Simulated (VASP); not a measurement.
# LiTc12 (a cell with a defect) in VASP: further runs, part 2 of 2

VASP 6.6.1. Earlier steps stand in the parts before.

**3. Single point, LDA**

Input file INCAR:

```
PREC = Accurate ; ENCUT = 520
EDIFF = 1E-7 ; ISMEAR = -1
SIGMA = 0.15 ; LREAL = F
LASPH = T ; NELM = 100
ALGO = Normal ; ISIF = 2
LWAVE = F ; LCHARG = F
NBANDS = 92
```

Input file KPOINTS:

```
Automatic mesh
0
Gamma
  2 2 2
```

Input file POSCAR:

```
LiTc12
1.0
    5.4800000000      0.0000000000      0.0000000000
   -4.1100000000      7.1187290000      0.0000000000
    0.0000000000      0.0000000000      4.3949600000
Tc Li
12 1
Direct
    0.0599396165      0.0379000240     -0.0210695888
    0.1885545604      0.2296055939      0.4607322934
    0.0033584011      0.3301712988     -0.0453701513
    0.1885775447      0.5657189647      0.4777745417
    0.0281779954      0.6703443831     -0.0551085789
    0.1989267234      0.8825592321      0.5037816044
    0.5062617335      0.0135557906      0.0207055354
    0.6984576337      0.2332719787      0.4556582995
    0.5065959755      0.3426875781     -0.0367466371
    0.6689852949      0.5441701742      0.5099022517
    0.4759168649      0.6454803940     -0.0251651892
    0.6849008942      0.9217656691      0.5857846260
    0.8033640126      0.7968697783      0.2531536123
```

Potentials or basis: VASP PAW LDA potentials, release 64 (Tc_pv, Li_sv).

On the command line:

```
$ cat potpaw_LDA.64/Tc_pv/POTCAR potpaw_LDA.64/Li_sv/POTCAR > POTCAR
$ mpirun -np 1 vasp_std > vasp.out
```

OUTCAR:

```text
PREC = Accurate
   ENCUT = 520
   EDIFF = 1E-7
   ISMEAR = -1
   LREAL = F
   LASPH = T
   NELM = 100
   ISIF = 2

 ion  position               nearest neighbor table
   1  0.060  0.038  0.979-  13 2.14   9 2.48  12 2.48   2 2.52   7 2.56   3 2.57   2 2.66   6 2.75
                             6 2.92   5 2.94   7 2.94  12 3.21  11 3.21
   2  0.189  0.230  0.461-   1 2.52  10 2.62   1 2.66   9 2.66   9 2.68   3 2.70   8 2.70  12 2.71
                             3 2.74   4 2.76   8 2.78   6 2.89
   3  0.003  0.330  0.955-   1 2.57  11 2.59   8 2.63   8 2.64   7 2.68   4 2.68   2 2.70   9 2.71
                             5 2.73   2 2.74   9 2.78   4 2.85  12 3.33
   4  0.189  0.566  0.478-   5 2.55  11 2.58   6 2.58  11 2.60   3 2.68   8 2.71  10 2.73   2 2.76
                            10 2.77   5 2.78   3 2.85  12 2.87
   5  0.028  0.670  0.945-  13 2.39   6 2.46   4 2.55  10 2.56  11 2.57   3 2.73   7 2.75   9 2.78
                             4 2.78   6 2.88  11 2.93   1 2.94  10 3.01
   6  0.199  0.883  0.504-  13 2.21   5 2.46  12 2.54   4 2.58   7 2.59   7 2.71   1 2.75   8 2.82
                            10 2.84   5 2.88   2 2.89   1 2.92  12 3.01
   7  0.506  0.014  0.021-  12 2.43   8 2.47   1 2.56   6 2.59   3 2.68   6 2.71   9 2.72   5 2.75
                            12 2.90   8 2.94   1 2.94  11 2.95
   8  0.698  0.233  0.456-   7 2.47  12 2.59   3 2.63   3 2.64  10 2.65   2 2.70   4 2.71   9 2.75
                             2 2.78   9 2.80   6 2.82   7 2.94
   9  0.507  0.343  0.963-  10 2.46   1 2.48  11 2.58   2 2.66   2 2.68   3 2.71   7 2.72   8 2.75
                             3 2.78   5 2.78  10 2.80   8 2.80
  10  0.669  0.544  0.510-  13 2.14   9 2.46   5 2.56   2 2.62  11 2.62   8 2.65   4 2.73   4 2.77
                             9 2.80   6 2.84  11 2.87   5 3.01  12 3.08
  11  0.476  0.645  0.975-  13 2.01   5 2.57   9 2.58   4 2.58   3 2.59   4 2.60  12 2.61  10 2.62
                            10 2.87   5 2.93   7 2.95   1 3.21  12 3.33
  12  0.685  0.922  0.586-  13 2.07   7 2.43   1 2.48   6 2.54   8 2.59  11 2.61   2 2.71   4 2.87
                             7 2.90   6 3.01  10 3.08   1 3.21  11 3.33   3 3.33
  13  0.803  0.797  0.253-  11 2.01  12 2.07   1 2.14  10 2.14   6 2.21   5 2.39

  LATTYP: Found a simple monoclinic cell.
 ALAT       =     5.4800000000
[... 180 lines left out ...]

 Free energy of the ion-electron system (eV)
  ---------------------------------------------------
  ext. energy  EPLUGINS =         0.00000000
  ---------------------------------------------------
  free energy    TOTEN  =      -138.83579013 eV

  energy without entropy =     -137.89323407  energy(sigma->0) =     -138.36451210

 E-fermi :  12.9407     XC(G=0): -14.1040

 val. band max:       12.9147437560   @ k =   0.5000   0.0000   0.5000
 cond. band min:      12.9418634478   @ k =   0.5000   0.5000   0.0000
 fundamental gap:      0.0271196918
 Fermi energy:        12.9406806486

 k-point     1 :       0.0000    0.0000    0.0000
  band No.  band energies     occupation
      1     -31.6774      2.00000
      2     -26.5626      2.00000
      3     -26.3358      2.00000
      4     -26.3118      2.00000
      5     -26.2484      2.00000
      6     -26.2006      2.00000
[... 741 lines left out ...]
     90      15.0835      0.00000
     91      15.4085      0.00000
 [bands above 91 left out]

------------------------ aborting loop because EDIFF is reached ----------------------------------------

  FORCE on cell =-STRESS in cart. coord.  units (eV):
  Direction    XX          YY          ZZ          XY          YZ          ZX
  --------------------------------------------------------------------------------------
  -------------------------------------------------------------------------------------
  Total       12.9164948      7.3806254     13.1035156      3.2816400      0.1605131      0.5645213
  in kB      120.7027907     68.9708855    122.4504730     30.6664548      1.4999720      5.2753709
  external PRESSURE =     104.0413831 kB  Pullay stress =       0.0000000 kB

 VOLUME and BASIS-vectors are now :
 -----------------------------------------------------------------------------
  energy-cutoff  :      520.00
  volume of cell :      171.45
      direct lattice vectors                 reciprocal lattice vectors
     5.480000000  0.000000000  0.000000000     0.182481752  0.105355886  0.000000000
    -4.110000000  7.118729000  0.000000000     0.000000000  0.140474514  0.000000000
     0.000000000  0.000000000  4.394960000     0.000000000  0.000000000  0.227533356

 POSITION                                       TOTAL-FORCE (eV/Angst)
 -----------------------------------------------------------------------------------
      0.17270      0.26980      4.30236         0.133172     -0.927543     -0.316299
      0.08960      1.63450      2.02490        -0.386561      0.167295      0.469251
     -1.33860      2.35040      4.19556        -0.194903      0.335878     -0.232053
     -1.29170      4.02720      2.09980         0.787207      0.018746     -0.094375
     -2.60070      4.77200      4.15276        -0.829926     -0.718831      1.222072
     -2.53720      6.28270      2.21410        -0.637773      1.583630     -0.034360
      2.71860      0.09650      0.09100         0.454175     -0.871084     -0.309382
      2.86880      1.66060      2.00260        -0.813712      0.702586      0.805714
      1.36770      2.43950      4.23346         1.576592      0.090267      0.476972
      1.42950      3.87380      2.24100         0.267784     -0.358436     -0.124466
     -0.04490      4.59500      4.28436        -0.931520     -0.328356     -1.490021
     -0.03520      6.56180      2.57450        -0.164583     -0.210573     -0.230054
      1.12730      5.67270      1.11260         0.740048      0.516423     -0.142998
 -----------------------------------------------------------------------------------
    total drift:                                0.000182     -0.000034      0.000270

  FREE ENERGIE OF THE ION-ELECTRON SYSTEM (eV)
  ---------------------------------------------------
  free  energy   TOTEN  =      -138.8357901336 eV

  energy  without entropy=     -137.8932340720  energy(sigma->0) =     -138.36451210
```

OSZICAR:

```text
N       E                     dE             d eps       ncg     rms          rms(c)
DAV:   1     0.249473790916E+04    0.24947E+04   -0.92740E+04  1480   0.185E+03
DAV:   2    -0.327415885258E+00   -0.24951E+04   -0.24420E+04  1504   0.580E+02
DAV:   3    -0.141811847199E+03   -0.14148E+03   -0.13574E+03  2088   0.141E+02
[... 12 lines left out ...]
DAV:  16    -0.138835801512E+03    0.82422E-05   -0.16062E-04  2104   0.803E-02    0.286E-02
DAV:  17    -0.138835790639E+03    0.10873E-04   -0.62288E-05  1984   0.502E-02    0.983E-03
DAV:  18    -0.138835790597E+03    0.42590E-07   -0.69648E-06  2016   0.148E-02    0.619E-03
DAV:  19    -0.138835790176E+03    0.42033E-06   -0.27098E-06  1880   0.106E-02    0.245E-03
DAV:  20    -0.138835790134E+03    0.42601E-07   -0.31685E-07  1184   0.357E-03
   1 F= -.13883579E+03 E0= -.13836451E+03  d E =-.942556E+00
```

stdout:

```text
POSCAR found type information on POSCAR TcLi
 POSCAR found :  2 types and      13 ions
 scaLAPACK will be used
 LDA part: xc-table for (Slater(with rela. corr.)+CA(PZ))
 , standard interpolation
 POSCAR, INCAR and KPOINTS ok, starting setup
 FFT: planning ... GRIDC
 FFT: planning ... GRID_SOFT
 FFT: planning ... GRID
 WAVECAR not read
 entering main loop
```

Run time: 3.6 min. Hardware: 1 thread of Intel Xeon Platinum 8259CL at 2.50GHz (Skylake/Cascade Lake), shared host; peak memory 0.28 GiB.

What came out:

- Free energy: -138.8358 eV
- Largest force: 1.788 eV/Å

Forces in eV/Å, atoms in the order of the input:
```
Tc   0.133 -0.928 -0.316
Tc  -0.387  0.167  0.469
Tc  -0.195  0.336 -0.232
Tc   0.787  0.019 -0.094
Tc  -0.830 -0.719  1.222
Tc  -0.638  1.584 -0.034
Tc   0.454 -0.871 -0.309
Tc  -0.814  0.703  0.806
Tc   1.577  0.090  0.477
Tc   0.268 -0.358 -0.124
Tc  -0.932 -0.328 -1.490
Tc  -0.165 -0.211 -0.230
Li   0.740  0.516 -0.143
```

Levels at points of the mesh, in eV from the Fermi level:
```
           k point  band 76  band 77  band 78  band 79  band 80  band 81  band 82  band 83  band 84  band 85
(0.00, 0.00, 0.00)    -0.56    -0.51    -0.33    -0.16    -0.08    -0.05     0.80     1.08     1.17     1.22
(0.50, 0.00, 0.00)    -0.67    -0.50    -0.31    -0.04     0.03     0.24     0.39     0.59     0.68     0.73
(0.00, 0.50, 0.00)    -0.59    -0.56    -0.47    -0.36    -0.24    -0.13     0.01     0.18     0.35     0.56
(0.50, 0.50, 0.00)    -0.57    -0.44    -0.29    -0.25    -0.08     0.00     0.16     0.22     0.39     0.72
(0.00, 0.00, 0.50)    -0.22    -0.08     0.18     0.39     0.43     0.54     0.66     0.96     1.13     1.28
(0.50, 0.00, 0.50)    -0.71    -0.59    -0.47    -0.38    -0.18    -0.03     0.15     0.44     0.47     0.85
(0.00, 0.50, 0.50)    -0.35    -0.04     0.13     0.25     0.45     0.62     0.81     1.20     1.34     1.54
(0.50, 0.50, 0.50)    -0.83    -0.68    -0.43    -0.33    -0.19    -0.13    -0.03     0.10     0.19     0.79
```

Caveat: the k points lie up to 0.71 Å⁻¹ apart; the cutoff is under 1.25 times the usual one of these potentials, so pressure, stress and relaxed cells hold a basis-set (Pulay) error.

**4. Single point, LDA**

Input file INCAR:

```
SYSTEM = LiTc12
ALGO = Normal
EDIFF = 1E-6
ENCUT = 520
GGA = CA
ISIF = 2
ISMEAR = -1
LASPH = .True.
LCHARG = .True.
LELF = .True.
LREAL = .False.
LVHAR = .True.
LWAVE = .False.
NBANDS = 92
NELM = 80
PREC = Accurate
SIGMA = 0.15
```

Input file KPOINTS:

```
k-points
0
Gamma
  2 2 2
  0 0 0
```

Input file POSCAR:

```
LiTc12
1.0
    5.4800000000      0.0000000000      0.0000000000
   -4.1100000000      7.1187290000      0.0000000000
    0.0000000000      0.0000000000      4.3949600000
Tc Li
12 1
Direct
    0.0708730277      0.0314803387     -0.0092378543
    0.1741287482      0.2208821266      0.4910624898
   -0.0210917902      0.3281063235     -0.0321504633
    0.2000462622      0.5804266464      0.4947257768
    0.0236997224      0.6670010897     -0.0146303948
    0.1711496818      0.9031387485      0.5295156270
    0.5149465801      0.0049166080      0.0366328704
    0.6982477471      0.2395371421      0.5034630577
    0.5298387218      0.3480817994      0.0091240876
    0.6659531120      0.5400542709      0.5078772048
    0.4718612459      0.6499755785     -0.0504668984
    0.6575849684      0.9145171842      0.5629857837
    0.7582625040      0.7846906379      0.2187960755
```

On the command line:

```
$ cat potpaw_LDA.64/Tc_pv/POTCAR potpaw_LDA.64/Li_sv/POTCAR > POTCAR
$ mpirun -np 1 vasp_std > vasp.out
```

It took 3.5 min on 1 thread of Intel Xeon Platinum 8259CL at 2.50GHz (Skylake/Cascade Lake), shared host; peak memory 0.28 GiB.

The run converged. Its results:

| Quantity | Value |
| --- | --- |
| Free energy | -138.6936 eV |
| Largest force | 2.885 eV/Å |

Forces on the atoms (eV/Å):
```
Tc  -0.915  0.969 -0.117
Tc  -0.516  0.789 -0.188
Tc   1.528  0.226  0.816
Tc  -0.706 -0.692 -0.897
Tc  -0.674  0.000 -0.035
Tc   0.666 -0.633 -0.298
Tc  -0.067 -0.365 -0.498
Tc  -0.302  0.124 -0.369
Tc  -0.652 -0.405 -0.125
Tc   0.382  0.258  0.668
Tc  -1.256 -1.834 -1.579
Tc   0.635  0.374  0.780
Li   1.876  1.190  1.841
```

Levels at points of the mesh, in eV from the Fermi level:
```
           k point  band 78  band 79  band 80  band 81  band 82  band 83
(0.00, 0.00, 0.00)    -0.50    -0.44     0.01     0.16     0.73     0.94
(0.50, 0.00, 0.00)    -0.43    -0.16    -0.08     0.16     0.21     0.28
(0.00, 0.50, 0.00)    -0.56    -0.37    -0.27    -0.24     0.06     0.17
(0.50, 0.50, 0.00)    -0.45    -0.28    -0.18    -0.01     0.07     0.28
(0.00, 0.00, 0.50)     0.13     0.20     0.35     0.51     0.64     0.87
(0.50, 0.00, 0.50)    -0.36    -0.20    -0.13     0.11     0.29     0.46
(0.00, 0.50, 0.50)     0.13     0.35     0.38     0.67     0.90     1.22
(0.50, 0.50, 0.50)    -0.40    -0.36    -0.27     0.03     0.09     0.13
```

Caveat: the k points lie up to 0.71 Å⁻¹ apart; the cutoff is under 1.25 times the usual one of these potentials, so pressure, stress and relaxed cells hold a basis-set (Pulay) error.

**5. Single point, LDA**

Input file INCAR:

```
PREC = Accurate
ENCUT = 520
EDIFF = 1E-6
ISMEAR = -1
SIGMA = 0.15
LREAL = F
LASPH = T
NELM = 80
ALGO = Normal
ISIF = 2
LWAVE = F
LCHARG = F
GGA = CA
NBANDS = 92
```

Input file KPOINTS:

```
Automatic mesh
0
Gamma
  2 2 2
```

Input file POSCAR:

```
LiTc12
1.0
    5.4800000000      0.0000000000      0.0000000000
   -4.1100000000      7.1187290000      0.0000000000
    0.0000000000      0.0000000000      4.3949600000
Tc Li
12 1
Direct
    0.0648225778      0.0420018798     -0.0129011413
    0.1890496534      0.2377109734      0.4489915722
   -0.0164487299      0.3311827153     -0.0315361232
    0.1967386157      0.5845565971      0.4889236762
    0.0012127299      0.6676753673     -0.0248011358
    0.1799299966      0.8919991195      0.5365919144
    0.4964240164     -0.0165198029      0.0622076196
    0.6938118878      0.2430630524      0.5116087518
    0.5347349295      0.3305224851     -0.0018202669
    0.6724181270      0.5468251425      0.5273540601
    0.4417921005      0.6379369126     -0.0360867903
    0.7003459839      0.9308262753      0.5577297632
    0.7916451843      0.7892982020      0.2563163260
```

On the command line:

```
$ cat potpaw_LDA.64/Tc_pv/POTCAR potpaw_LDA.64/Li_sv/POTCAR > POTCAR
$ mpirun -np 1 vasp_std > vasp.out
```

Run time: 3.3 min. Hardware: 1 thread of Intel Xeon Platinum 8259CL at 2.50GHz (Skylake/Cascade Lake), shared host; peak memory 0.28 GiB.

The run converged. Its results:

| Quantity | Value |
| --- | --- |
| Free energy | -138.7794 eV |
| Largest force | 2.568 eV/Å |

Forces on the atoms (eV/Å):
```
Tc  -0.478 -0.325 -0.241
Tc  -0.398 -0.107  1.196
Tc   1.628  0.073  0.722
Tc  -0.118 -0.613 -0.573
Tc   0.081 -0.091  0.262
Tc   0.445  1.599 -0.214
Tc   0.704 -0.097 -1.086
Tc  -0.260 -0.965 -1.250
Tc  -1.271  0.787  0.139
Tc  -0.314 -0.743  0.243
Tc   1.191  0.358  0.069
Tc  -1.452  0.193  2.110
Li   0.243 -0.069 -1.374
```

Levels at points of the mesh, in eV from the Fermi level:
```
           k point  band 76  band 77  band 78  band 79  band 80  band 81  band 82  band 83  band 84  band 85
(0.00, 0.00, 0.00)    -0.67    -0.57    -0.38    -0.22    -0.11     0.28     0.57     0.85     0.92     1.08
(0.50, 0.00, 0.00)    -0.75    -0.59    -0.41    -0.30     0.13     0.24     0.32     0.38     0.66     0.74
(0.00, 0.50, 0.00)    -0.72    -0.69    -0.52    -0.46    -0.33    -0.14    -0.03     0.18     0.31     0.46
(0.50, 0.50, 0.00)    -0.71    -0.62    -0.45    -0.22    -0.15    -0.05     0.14     0.30     0.44     0.62
(0.00, 0.00, 0.50)    -0.22    -0.11     0.03     0.34     0.42     0.56     0.61     0.79     1.01     1.23
(0.50, 0.00, 0.50)    -0.65    -0.46    -0.30    -0.27    -0.16     0.02     0.23     0.38     0.79     0.87
(0.00, 0.50, 0.50)    -0.23    -0.11    -0.01     0.16     0.36     0.57     0.87     0.99     1.28     1.34
(0.50, 0.50, 0.50)    -0.84    -0.72    -0.42    -0.34    -0.11    -0.07     0.12     0.24     0.43     0.66
```

Caveat: the k points lie up to 0.71 Å⁻¹ apart; the cutoff is under 1.25 times the usual one of these potentials, so pressure, stress and relaxed cells hold a basis-set (Pulay) error.
